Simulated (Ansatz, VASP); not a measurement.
## C in VASP and in Ansatz

```xyz
10
Lattice="-2.4913 0.0000 0.0000 -1.2456 -2.1575 0.0000 0.6227 0.3595 10.2539" Properties=species:S:1:pos:R:3 pbc="T T T"
C     0.9961    0.5751    8.9635
C    -2.7408   -1.5824    7.4366
C    -0.2495   -0.1441    1.2898
C    -2.7408   -1.5824    4.8564
C    -0.2495   -0.1441    2.8177
C    -2.7408   -1.5824    3.3284
C    -0.2495   -0.1441    9.4776
C    -1.4951   -0.8632    6.9225
C    -1.4951   -0.8632    0.7759
C    -1.4951   -0.8632    5.3703
```

Alike in both runs: task single point; functional LDA; k mesh 10 × 10 × 3; occupations gaussian, width 0.05 eV; no spin polarisation.

|  | VASP | Ansatz |
| --- | --- | --- |
| version | VASP 6.6.1 | Ansatz 0.2.0 |
| potentials or method | VASP PAW LDA potentials, release 64 (C_h), cutoff 1300 eV | scalar-relativistic, plane waves, PAW |
| valence electrons in the cell | 40 | 40 |

Ansatz gave:

| Quantity | Value |
| --- | --- |
| gap on the k mesh at the Fermi level (eV) | 2.14 |
| least direct gap on the mesh (eV) | 4.67 |
| pressure (GPa) | 0.7 |
| traceless stress, the component that is largest in VASP (GPa) | 25.05 |
| rms of the force components (eV/Å) | 1.153 |

Q: What did VASP give for the same quantities?

A: gap on the k mesh at the Fermi level (eV): 2.14; least direct gap on the mesh (eV): 4.67; pressure (GPa): 1.6; traceless stress, the component that is largest in VASP (GPa): 25.03; rms of the force components (eV/Å): 1.150.

LDA's correlation is that of Perdew and Zunger in VASP and of Perdew and Wang (1992) in Ansatz. Atom by atom the forces differ by 0.004 eV/Å (rms over components).
